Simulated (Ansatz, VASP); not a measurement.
**Two plane-wave programs on Ta2Si**

```
Ta Si
1.0
    -3.08776    3.08776    2.52364
     3.08776   -3.08776    2.52364
     3.08776    3.08776   -2.52364
Ta Si
4 2
Direct
  0.66359 0.83641 0.50000
  0.83641 0.33641 0.17281
  0.33641 0.16359 0.50000
  0.16359 0.66359 0.82719
  0.25000 0.25000 0.00000
  0.75000 0.75000 0.00000
```

Alike in both runs: task single point; functional PBEsol; k mesh 6 × 6 × 6; occupations gaussian, width 0.1 eV; no spin polarisation.

```csv
,VASP,Ansatz
version,VASP 6.6.1,Ansatz 0.2.0
potentials or method,"VASP PAW PBE potentials, release 64 (Ta_pv, Si), cutoff 520 eV","scalar-relativistic, plane waves, PAW"
valence electrons in the cell,52,60
```

|  | VASP | Ansatz | Ansatz less VASP |
| --- | --- | --- | --- |
| gap on the k mesh at the Fermi level (eV) | none | none | - |
| pressure (GPa) | -2.8 | -3.1 | -0.25 |
| traceless stress, the component that is largest in VASP (GPa) | 1.08 | 1.11 | +0.033 |
| rms of the force components (eV/Å) | 0.040 | 0.037 | -0.0035 |

VASP's potentials were made for PBE, not for PBEsol. Atom by atom the forces differ by 0.003 eV/Å (rms over components). A gap of «none» marks a metal or a gap that the smearing closes. VASP's potentials hold 52 valence electrons a cell and Ansatz's 60, so a difference there can come from the potentials and not from the codes.

Neither program's run includes spin-orbit coupling.
